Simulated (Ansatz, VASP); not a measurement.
## Two plane-wave programs on CdF2

```xyz
3
Lattice="0.0000 2.6152 2.6152 2.6152 0.0000 2.6152 2.6152 2.6152 0.0000" Properties=species:S:1:pos:R:3 pbc="T T T"
Cd    0.0000    0.0000    0.0000
F     1.3076    1.3076    1.3076
F     3.9228    3.9228    3.9228
```

Alike in both runs: task single point; functional PBEsol; k mesh 8 × 8 × 8; occupations gaussian, width 0.02 eV; no spin polarisation.

|  | VASP | Ansatz |
| --- | --- | --- |
| version | VASP 6.6.1 | Ansatz 0.2.0 |
| potentials or method | VASP PAW PBE potentials, release 64 (Cd_sv_GW, F), cutoff 600 eV | scalar-relativistic, plane waves, PAW |
| valence electrons in the cell | 34 | 34 |

```csv
,VASP,Ansatz,Ansatz less VASP
gap on the k mesh at the Fermi level (eV),3.23,3.25,+0.016
least direct gap on the mesh (eV),3.59,3.61,+0.013
pressure (GPa),10.9,11.6,+0.70
```

VASP's potentials were made for PBE, not for PBEsol. With one functional, cell and mesh, what is left measures potentials, basis and numerics.
